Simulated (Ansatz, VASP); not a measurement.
**Eu2O3: VASP beside Ansatz**

```
Eu O
1.0
    11.31000    0.00000    0.00000
     0.00000    9.15000    0.00000
     0.00000    0.00000   13.65000
Eu O
2 3
Direct
  0.56245 0.50471 0.65175
  0.56245 0.50471 0.34840
  0.60184 0.50780 0.50008
  0.39788 0.49180 0.67048
  0.39788 0.49180 0.32967
```

Alike in both runs: task single point; functional PBE; k mesh 1 × 1 × 1; occupations gaussian, width 0.01 eV; collinear spin.

```csv
,VASP,Ansatz
version,VASP 6.6.1,Ansatz 0.2.0
potentials or method,"VASP PAW PBE potentials, release 64 (Eu, O), cutoff 520 eV","scalar-relativistic, plane waves, PAW"
valence electrons in the cell,52,52
```

```csv
,VASP,Ansatz,Ansatz less VASP
gap on the k mesh at the Fermi level (eV),0.14,0.15,+0.005
rms of the force components (eV/Å),0.146,0.293,+0.1470
net moment per atom (μB),2.40,2.40,0.000
size of the moment on the site where the two differ most (μB),6.16,5.78,-0.373
```

Site moments also hang on the region over which each program counts them. Atom by atom the forces differ by 0.159 eV/Å (rms over components). One of these differences is far larger than is usual between the two programs; its cause wasn't traced. Ansatz's warnings: given moment on shells, stability check not made, structure snapped to symmetry, symmetry narrowed by open shell.

Neither program's run includes spin-orbit coupling.
